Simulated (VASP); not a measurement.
# K2S (Fm-3m) in VASP: notebook, part 2 of 2

VASP 6.6.1. Earlier steps stand in the parts before.

## Step 4: Single point, PBE-based screened hybrid with 35 % exact exchange

POSCAR

```
K2S
1.0
    0.0000000000      3.6954997636      3.6954997636
    3.6954997636      0.0000000000      3.6954997636
    3.6954997636      3.6954997636      0.0000000000
K S
2 1
Direct
    0.2500000000      0.2500000000      0.2500000000
    0.7500000000      0.7500000000      0.7500000000
    0.0000000000      0.0000000000      0.0000000000
```

INCAR.step1

```
ALGO = Normal
EDIFF = 1E-5
ENCUT = 400
GGA = PE
GGA_COMPAT = False
ISIF = 2
ISMEAR = 0
LASPH = True
LREAL = False
LWAVE = True
NBANDS = 19
NELM = 120
PREC = Accurate
SIGMA = 0.05
```

INCAR.step2

```
AEXX = 0.35
ALGO = Normal
EDIFF = 1E-6
ENCUT = 400
GGA = PE
GGA_COMPAT = False
HFSCREEN = 0.5
ISIF = 2
ISMEAR = 0
ISTART = 1
LASPH = True
LCHARG = True
LELF = True
LHFCALC = True
LREAL = False
LVHAR = True
LWAVE = False
NBANDS = 19
NELM = 120
PREC = Accurate
PRECFOCK = Normal
SIGMA = 0.05
```

KPOINTS

```
k-points
0
Gamma
  4 4 4
```

Potentials or basis: VASP PAW PBE potentials, release 64 (K_sv, S).

Launch:

```console
$ cat potpaw_PBE.64/K_sv/POTCAR potpaw_PBE.64/S/POTCAR > POTCAR
$ cp INCAR.step1 INCAR
$ mpirun -np 1 vasp_std > vasp.out
$ cp INCAR.step2 INCAR
$ mpirun -np 1 vasp_std > vasp.out
```

OUTCAR:

```text
AEXX = 0.35
   EDIFF = 1E-6
   ENCUT = 400
   GGA = PE
   HFSCREEN = 0.5
   ISIF = 2
   ISMEAR = 0
   ISTART = 1
   LASPH = True
   LHFCALC = True
   LREAL = False
   NELM = 120
   PREC = Accurate
   PRECFOCK = Normal

 ion  position               nearest neighbor table
   1  0.250  0.250  0.250-   3 3.20   3 3.20   3 3.20   3 3.20   2 3.70   2 3.70   2 3.70   2 3.70
                             2 3.70   2 3.70
   2  0.750  0.750  0.750-   3 3.20   3 3.20   3 3.20   3 3.20   1 3.70   1 3.70   1 3.70   1 3.70
                             1 3.70   1 3.70
   3  0.000  0.000  0.000-   2 3.20   2 3.20   2 3.20   1 3.20   2 3.20   1 3.20   1 3.20   1 3.20

  LATTYP: Found a face centered cubic cell.
 ALAT       =     7.3909995272

  Lattice vectors:

 A1 = (   0.0000000000,   3.6954997636,   3.6954997636)
 A2 = (   3.6954997636,   0.0000000000,   3.6954997636)
 A3 = (   3.6954997636,   3.6954997636,   0.0000000000)

Analysis of symmetry for initial positions (statically):
=====================================================================
 Subroutine PRICEL returns:
 Original cell was already a primitive cell.

 Routine SETGRP: Setting up the symmetry group for a
 face centered cubic supercell.

 Subroutine GETGRP returns: Found 48 space group operations
 (whereof 48 operations were pure point group operations)
 out of a pool of 48 trial point group operations.

The static configuration has the point symmetry O_h .

Analysis of symmetry for dynamics (positions and initial velocities):
=====================================================================
 Subroutine PRICEL returns:
 Original cell was already a primitive cell.

 Routine SETGRP: Setting up the symmetry group for a
 face centered cubic supercell.

 Subroutine GETGRP returns: Found 48 space group operations
 (whereof 48 operations were pure point group operations)
[... 111 lines left out ...]
   LORBIT       =      0    0 simple, 1 ext, 2 COOP (PROOUT), +10 PAW based schemes
   GGA     = PE    functional components
   LHFCALC =     T    Hartree Fock is set to
   PRECFOCK=normal    Normal, Fast or Accurate (Low or Medium for compatibility)
   ENCUT4O =  -1.0   cutoff for four orbital integrals eV
   NKREDX  =     1    reduce k-point grid by
   NKREDY  =     1    reduce k-point grid by
   NKREDZ  =     1    reduce k-point grid by
   AEXX    =    0.3500 exact exchange contribution
   HFSCREEN=    0.5000 screening length (either q_TF or 0.3 A-1)
   HFSCREENC=   0.5000 screening length for correlation (either q_TF or 0.3 A-1)
   ENCUTFOCK=  -1.0 apply spherical cutoff to Coloumb kernel
   IVDW    =     0    specifies the selected vdW correction
   LEPSILON=     F    determine dielectric tensor
   LRPA    =     F    only Hartree local field effects (RPA)
 non-spin polarized calculation
 Gauss-broadening in eV      SIGMA  =   0.05
  energy-cutoff  :      400.00
  volume of cell :      100.94
 maximum number of plane-waves:      1856
 NGX is ok and might be reduce to    36
  NGX = 28; NGY = 28; NGZ = 28

 number of electron      23.9999995 magnetization

 Free energy of the ion-electron system (eV)
  ---------------------------------------------------
  ext. energy  EPLUGINS =         0.00000000
  ---------------------------------------------------
  free energy    TOTEN  =       -10.45215796 eV

  energy without entropy =      -10.45215796  energy(sigma->0) =      -10.45215796

 E-fermi :  -0.5755     XC(G=0):  -6.1947

 val. band max:       -0.8161291262   @ k =   0.5000   0.5000   0.0000
 cond. band min:       2.1836472843   @ k =   0.0000   0.0000   0.0000
 fundamental gap:      2.9997764106
 Fermi energy:        -0.5755328627

 k-point     1 :       0.0000    0.0000    0.0000
  band No.  band energies     occupation
      1     -32.9258      2.00000
      2     -32.8416      2.00000
      3     -14.7583      2.00000
      4     -14.7583      2.00000
      5     -14.7583      2.00000
      6     -14.5203      2.00000
[... 153 lines left out ...]
      6     -14.6554      2.00000
[... 11 lines left out ...]
     18       7.4243      0.00000
     19       7.9936      0.00000

------------------------ aborting loop because EDIFF is reached ----------------------------------------

  FORCE on cell =-STRESS in cart. coord.  units (eV):
  Direction    XX          YY          ZZ          XY          YZ          ZX
  --------------------------------------------------------------------------------------
  -------------------------------------------------------------------------------------
  Total        0.1873417      0.1873417      0.1873417     -0.0000000     -0.0000000     -0.0000000
  in kB        2.9736891      2.9736891      2.9736891     -0.0000000     -0.0000000     -0.0000000
  external PRESSURE =       2.9736891 kB  Pullay stress =       0.0000000 kB

 VOLUME and BASIS-vectors are now :
 -----------------------------------------------------------------------------
  energy-cutoff  :      400.00
  volume of cell :      100.94
      direct lattice vectors                 reciprocal lattice vectors
     0.000000000  3.695499764  3.695499764    -0.135299697  0.135299697  0.135299697
     3.695499764  0.000000000  3.695499764     0.135299697 -0.135299697  0.135299697
     3.695499764  3.695499764  0.000000000     0.135299697  0.135299697 -0.135299697

 POSITION                                       TOTAL-FORCE (eV/Angst)
 -----------------------------------------------------------------------------------
      1.84775      1.84775      1.84775         0.000000      0.000000      0.000000
      5.54325      5.54325      5.54325        -0.000000     -0.000000     -0.000000
      0.00000      0.00000      0.00000         0.000000      0.000000     -0.000000
 -----------------------------------------------------------------------------------
    total drift:                                0.000000     -0.000000     -0.000000

  FREE ENERGIE OF THE ION-ELECTRON SYSTEM (eV)
  ---------------------------------------------------
  free  energy   TOTEN  =       -10.4521579552 eV

  energy  without entropy=      -10.4521579552  energy(sigma->0) =      -10.45215796
```

Run time: 26 min. Hardware: 1 thread of Intel Xeon 8259CL, shared host; peak memory 0.32 GiB.

What came out:

- Free energy: -10.4522 eV
- Pressure: 0.3 GPa
- Band gap on the k mesh: 3.00 eV (least direct gap 3.19 eV)

Caveat: the PAW data sets were made with another functional, which shifts forces and pressure a little. A k mesh can miss the band edges.

## Step 5: Single point, PBE-based global hybrid with 40 % exact exchange

POSCAR is that of step 4.

INCAR.step1

```
SYSTEM = K2S
PREC = Accurate ; ENCUT = 400
EDIFF = 1E-5 ; ISMEAR = 0
SIGMA = 0.05 ; LREAL = .FALSE.
LASPH = .TRUE. ; NELM = 120
ALGO = Normal ; ISIF = 2
LWAVE = .TRUE. ; LCHARG = .FALSE.
GGA = PE ; NBANDS = 19
GGA_COMPAT = .FALSE.
```

INCAR.step2

```
SYSTEM = K2S
PREC = Accurate ; ENCUT = 400
EDIFF = 1E-6 ; ISMEAR = 0
SIGMA = 0.05 ; LREAL = .FALSE.
LASPH = .TRUE. ; NELM = 120
ALGO = Normal ; ISIF = 2
LWAVE = .FALSE. ; LCHARG = .FALSE.
GGA = PE ; LHFCALC = .TRUE.
AEXX = 0.4 ; PRECFOCK = Normal
ISTART = 1 ; NBANDS = 19
GGA_COMPAT = .FALSE.
```

KPOINTS

```
regular mesh
0
G
  4 4 4
  0 0 0
```

Launch:

```console
$ cat potpaw_PBE.64/K_sv/POTCAR potpaw_PBE.64/S/POTCAR > POTCAR
$ cp INCAR.step1 INCAR
$ mpirun -np 1 vasp_std > vasp.out
$ cp INCAR.step2 INCAR
$ mpirun -np 1 vasp_std > vasp.out
```

Wall time 30 min (1 thread of Intel Xeon 8259CL, shared host); peak memory 0.22 GiB.

It converged, with:

```
Free energy            : -13.1755 eV
Pressure               : 0.1 GPa
Band gap on the k mesh : 5.06 eV (least direct gap 5.24 eV)
```

Levels at points of the mesh, in eV from the valence-band top:
| k point | band 9 | band 10 | band 11 | band 12 | band 13 | band 14 | band 15 | band 16 |
| --- | --- | --- | --- | --- | --- | --- | --- | --- |
| (0.00, 0.00, 0.00) | -11.25 | -0.18 | -0.18 | -0.18 | 5.06 | 8.68 | 8.68 | 10.79 |
| (0.50, 0.00, 0.00) | -10.99 | -0.67 | -0.06 | -0.06 | 7.54 | 7.96 | 8.88 | 8.88 |
| (0.50, 0.50, 0.00) | -10.93 | -0.80 | 0.00 | 0.00 | 6.19 | 8.40 | 9.83 | 10.10 |

Caveat: the PAW data sets were made with another functional, which shifts forces and pressure a little.

## Step 6: Single point, PBE-based screened hybrid with 40 % exact exchange

POSCAR is that of step 5.

INCAR.step1

```
PREC = Accurate
ENCUT = 400
EDIFF = 1E-5
ISMEAR = 0
SIGMA = 0.05
LREAL = F
LASPH = T
NELM = 120
ALGO = Normal
ISIF = 2
LWAVE = T
LCHARG = F
NBANDS = 19
GGA = PE
GGA_COMPAT = F
```

INCAR.step2

```
PREC = Accurate
ENCUT = 400
EDIFF = 1E-6
ISMEAR = 0
SIGMA = 0.05
LREAL = F
LASPH = T
NELM = 120
ALGO = Normal
ISIF = 2
LWAVE = F
LCHARG = F
GGA = PE
LHFCALC = T
AEXX = 0.4
HFSCREEN = 0.20787
PRECFOCK = Normal
NBANDS = 19
ISTART = 1
GGA_COMPAT = F
```

KPOINTS

```
Automatic mesh
0
Gamma
  4 4 4
```

Potentials or basis: VASP PAW PBE potentials, release 64 (K_sv, S).

Launch:

```console
$ cat potpaw_PBE.64/K_sv/POTCAR potpaw_PBE.64/S/POTCAR > POTCAR
$ cp INCAR.step1 INCAR
$ mpirun -np 1 vasp_std > vasp.out
$ cp INCAR.step2 INCAR
$ mpirun -np 1 vasp_std > vasp.out
```

OUTCAR:

```text
PREC = Accurate
   ENCUT = 400
   EDIFF = 1E-6
   ISMEAR = 0
   LREAL = F
   LASPH = T
   NELM = 120
   ISIF = 2
   GGA = PE
   LHFCALC = T
   AEXX = 0.4
   HFSCREEN = 0.20787
   PRECFOCK = Normal
   ISTART = 1

 ion  position               nearest neighbor table
   1  0.250  0.250  0.250-   3 3.20   3 3.20   3 3.20   3 3.20   2 3.70   2 3.70   2 3.70   2 3.70
[... 364 lines left out ...]

------------------------ aborting loop because EDIFF is reached ----------------------------------------

  FORCE on cell =-STRESS in cart. coord.  units (eV):
  Direction    XX          YY          ZZ          XY          YZ          ZX
  --------------------------------------------------------------------------------------
  -------------------------------------------------------------------------------------
  Total        0.0842494      0.0842494      0.0842494     -0.0000000      0.0000000     -0.0000000
  in kB        1.3372970      1.3372970      1.3372970     -0.0000000      0.0000000     -0.0000000
  external PRESSURE =       1.3372970 kB  Pullay stress =       0.0000000 kB

 VOLUME and BASIS-vectors are now :
 -----------------------------------------------------------------------------
  energy-cutoff  :      400.00
  volume of cell :      100.94
      direct lattice vectors                 reciprocal lattice vectors
     0.000000000  3.695499764  3.695499764    -0.135299697  0.135299697  0.135299697
     3.695499764  0.000000000  3.695499764     0.135299697 -0.135299697  0.135299697
     3.695499764  3.695499764  0.000000000     0.135299697  0.135299697 -0.135299697

 POSITION                                       TOTAL-FORCE (eV/Angst)
 -----------------------------------------------------------------------------------
      1.84775      1.84775      1.84775         0.000000      0.000000      0.000000
      5.54325      5.54325      5.54325        -0.000000     -0.000000     -0.000000
      0.00000      0.00000      0.00000        -0.000000     -0.000000     -0.000000
 -----------------------------------------------------------------------------------
    total drift:                               -0.000000     -0.000000     -0.000000

  FREE ENERGIE OF THE ION-ELECTRON SYSTEM (eV)
  ---------------------------------------------------
  free  energy   TOTEN  =       -11.7396459829 eV

  energy  without entropy=      -11.7396459829  energy(sigma->0) =      -11.73964598
```

OSZICAR.step1:

```text
N       E                     dE             d eps       ncg     rms          rms(c)
DAV:   1     0.129799811960E+03    0.12980E+03   -0.97373E+03   304   0.894E+02
DAV:   2    -0.808311319502E+00   -0.13061E+03   -0.12826E+03   342   0.275E+02
DAV:   3    -0.106743817770E+02   -0.98661E+01   -0.98412E+01   552   0.551E+01
DAV:   4    -0.108502817541E+02   -0.17590E+00   -0.17585E+00   413   0.722E+00
DAV:   5    -0.108564158708E+02   -0.61341E-02   -0.61338E-02   485   0.101E+00    0.531E+00
DAV:   6    -0.947996957861E+01    0.13764E+01   -0.37108E+00   400   0.730E+00    0.485E+00
DAV:   7    -0.939694133676E+01    0.83028E-01   -0.96961E-01   408   0.312E+00    0.353E+00
DAV:   8    -0.942418953893E+01   -0.27248E-01   -0.26263E-01   337   0.198E+00    0.102E+00
DAV:   9    -0.940849167260E+01    0.15698E-01   -0.88695E-02   343   0.860E-01    0.558E-01
DAV:  10    -0.941447539214E+01   -0.59837E-02   -0.10827E-02   340   0.387E-01    0.158E-01
DAV:  11    -0.941394148149E+01    0.53391E-03   -0.52551E-03   351   0.224E-01    0.109E-01
DAV:  12    -0.941425266905E+01   -0.31119E-03   -0.21506E-03   334   0.134E-01    0.102E-01
DAV:  13    -0.941422330358E+01    0.29365E-04   -0.85096E-04   359   0.908E-02    0.221E-02
DAV:  14    -0.941422603089E+01   -0.27273E-05   -0.27605E-05   285   0.247E-02
   1 F= -.94142260E+01 E0= -.94142260E+01  d E =-.122747E-13
```

Wall time 31 min (1 thread of Intel Xeon 8259CL, shared host); peak memory 0.32 GiB.

Results:

```yaml
Free_energy: -11.7396 eV
Pressure: 0.1 GPa
Band_gap_on_the_k_mesh: 3.91 eV (least direct gap 4.09 eV)
```

Levels at points of the mesh, in eV from the valence-band top:
```tsv
k point	band 8	band 9	band 10	band 11	band 12	band 13	band 14	band 15	band 16	band 17
(0.00, 0.00, 0.00)	-14.14	-11.20	-0.18	-0.18	-0.18	3.91	7.45	7.45	9.55	9.55
(0.50, 0.00, 0.00)	-14.26	-10.94	-0.65	-0.06	-0.06	6.35	6.76	7.65	7.65	9.81
(0.50, 0.50, 0.00)	-14.06	-10.88	-0.78	0.00	0.00	5.02	7.17	8.59	8.85	9.63
```

Caveat: the PAW data sets were made with another functional, which shifts forces and pressure a little. A k mesh can miss the band edges.

## Step 7: Summary

| level | k mesh | cutoff (eV) | grid for exact exchange (PRECFOCK) | share of exact exchange | screening parameter | gap on the mesh (eV) | pressure (GPa) |
| --- | --- | --- | --- | --- | --- | --- | --- |
| PBE | 4 × 4 × 4 | 500 | - | - | - | 2.39 | 0.6 |
| PBE | 6 × 6 × 6 | 500 | - | - | - | 2.39 | 0.6 |
| PBE-based screened hybrid with 35 % exact exchange | 4 × 4 × 4 | 400 | Normal | 0.35 | 0.5 1/Å | 3.00 | 0.3 |
| PBE-based global hybrid with 40 % exact exchange | 4 × 4 × 4 | 400 | Normal | 0.4 | - | 5.06 | 0.1 |
| PBE-based screened hybrid with 40 % exact exchange | 4 × 4 × 4 | 400 | Normal | 0.4 | 0.20787 1/Å | 3.91 | 0.1 |

Alike in all rows: task single point; potentials or basis VASP PAW PBE potentials, release 64 (K_sv, S); no spin polarisation; cell as given; smearing gaussian 0.05 eV.

On the cell as given the gap runs from 2.39 eV (PBE) to 5.06 eV (PBE-based global hybrid with 40 % exact exchange); the meshes differ, which moves gaps too. The pressure there spans 0.1 GPa (PBE-based global hybrid with 40 % exact exchange) to 0.6 GPa (PBE); a positive pressure means that this level wants a larger cell, a negative one a smaller.

Caveats: the PAW data sets were made with another functional, which shifts forces and pressure a little (at least some runs).

Total energies depend on the potentials used, so only differences within one code and one set of settings carry meaning.
